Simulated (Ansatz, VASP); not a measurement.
## One calculation of ZnSe, two programs

The input INCAR:

```
SYSTEM = ZnSe
PREC     = Accurate       ! precision mode
ENCUT    = 600            ! plane-wave cutoff, eV
EDIFF    = 1E-6           ! SCF threshold, eV
ISMEAR   = -1             ! smearing method
SIGMA    = 0.05           ! smearing width, eV
LREAL    = .False.        ! projectors in reciprocal space
LASPH    = .True.         ! aspherical terms in the spheres
NELM     = 100            ! most SCF steps
ALGO     = Normal         ! electronic algorithm
ISIF     = 3              ! what is computed and relaxed
LWAVE    = .False.        ! write WAVECAR
LCHARG   = .False.        ! write CHGCAR
IBRION   = 2              ! ionic algorithm
NSW      = 80             ! ionic steps
EDIFFG   = -0.01          ! ionic threshold
```

Contents of KPOINTS:

```
Automatic mesh
0
Gamma
  8 8 8
  0 0 0
```

File POSCAR:

```
ZnSe
1.0
    0.0000000000      2.8338000000      2.8338000000
    2.8338000000      0.0000000000      2.8338000000
    2.8338000000      2.8338000000      0.0000000000
Se Zn
1 1
Direct
    0.7500000000      0.7500000000      0.7500000000
    0.0000000000      0.0000000000      0.0000000000
```

The input input.yaml:

```yaml
crystal:
  lattice:
    - [0.0, 2.8338, 2.8338]
    - [2.8338, 0.0, 2.8338]
    - [2.8338, 2.8338, 0.0]
  atoms:
    - { symbol: Se, position: [0.75, 0.75, 0.75] }
    - { symbol: Zn, position: [0.0, 0.0, 0.0] }
kpoints:
  mp_grid: { grid: [8, 8, 8] }
scf:
  occupations: { method: fermi_dirac, width: 0.05 }
hamiltonian:
  xc: lda
  pseudopotentials: { kind: all_electron, lapw: { basis_error: 0.001 } }
output:
  forces: true
  stress: true
relax:
  f_tol: 0.01
  max_steps: 60
  cell: {}
```

Alike in both runs: task relaxation of cell and atoms; functional LDA; k mesh 8 × 8 × 8; occupations fermi-dirac, width 0.05 eV; no spin polarisation.

|  | VASP | Ansatz |
| --- | --- | --- |
| version | VASP 6.6.1 | Ansatz 0.2.0 |
| potentials or method | VASP PAW LDA potentials, release 64 (Se, Zn), cutoff 600 eV | all-electron LAPW, scalar-relativistic |

|  | VASP | Ansatz | Ansatz less VASP |
| --- | --- | --- | --- |
| relaxed volume (Å³/atom) | 21.68 | 21.58 | -0.098 |
| relaxed cell length with the largest relative difference (Å) | 3.943 | 3.937 | -0.0060 |

LDA's correlation is that of Perdew and Zunger in VASP and of Perdew and Wang (1992) in Ansatz. Ansatz ran all-electron here, and VASP with PAW potentials.
